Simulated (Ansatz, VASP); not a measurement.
# MoS2 in VASP and in Ansatz

INCAR

```
SYSTEM = MoS2
  PREC = Accurate
  ENCUT = 500
  EDIFF = 1E-6
  ISMEAR = 0
  SIGMA = 0.05
  LREAL = .False.
  LASPH = .True.
  NELM = 120
  ALGO = Normal
  ISIF = 2
  LWAVE = .False.
  LCHARG = .True.
  GGA = PE
  IVDW = 12
  LELF = .True.
  LVHAR = .True.
  NBANDS = 20
  GGA_COMPAT = .False.
```

The input KPOINTS:

```
regular mesh
0
Gamma
  12 12 4
  0 0 0
```

Contents of POSCAR:

```
MoS2
1.0
    3.2075152338      0.0000000000      0.0000000000
   -1.6037576169      2.7777896755      0.0000000000
    0.0000000000      0.0000000000      6.4063701764
Mo S
1 2
Direct
    0.0000000000      0.0000000000      0.0000000000
    0.3333333333      0.6666666667      0.2734172850
    0.3333333333      0.6666666667      0.7265827150
```

Input for Ansatz:

```yaml
crystal:
  lattice:
    - [3.2075152338, 0.0, 0.0]
    - [-1.6037576169, 2.7777896755, 0.0]
    - [0.0, 0.0, 6.4063701764]
  atoms:
    - { symbol: Mo, position: [0.0, 0.0, 0.0] }
    - { symbol: S, position: [0.3333333333, 0.6666666667, 0.273417285] }
    - { symbol: S, position: [0.3333333333, 0.6666666667, 0.726582715] }
basis:
  ecutwfc: 420
kpoints:
  mp_grid: { grid: [12, 12, 4] }
hamiltonian:
  xc: pbe
  dispersion: d3bj
scf:
  occupations: { method: gaussian, width: 0.05 }
output:
  forces: true
  stress: true
  eigenvalues: true
```

Alike in both runs: task single point; functional PBE; dispersion D3(BJ); k mesh 12 × 12 × 4; occupations gaussian, width 0.05 eV; no spin polarisation.

|  | VASP | Ansatz |
| --- | --- | --- |
| version | VASP 6.6.1 | Ansatz 0.2.0 |
| potentials or method | VASP PAW PBE potentials, release 64 (Mo_sv, S), cutoff 500 eV | scalar-relativistic, plane waves, PAW |
| valence electrons in the cell | 26 | 26 |

```csv
,VASP,Ansatz,Ansatz less VASP
gap on the k mesh at the Fermi level (eV),0.59,0.58,-0.012
least direct gap on the mesh (eV),1.35,1.33,-0.015
pressure (GPa),-15.5,-15.4,+0.06
"traceless stress, the component that is largest in VASP (GPa)",-6.99,-6.99,+0.007
rms of the force components (eV/Å),1.604,1.600,-0.0040
```

Atom by atom the forces differ by 0.004 eV/Å (rms over components).
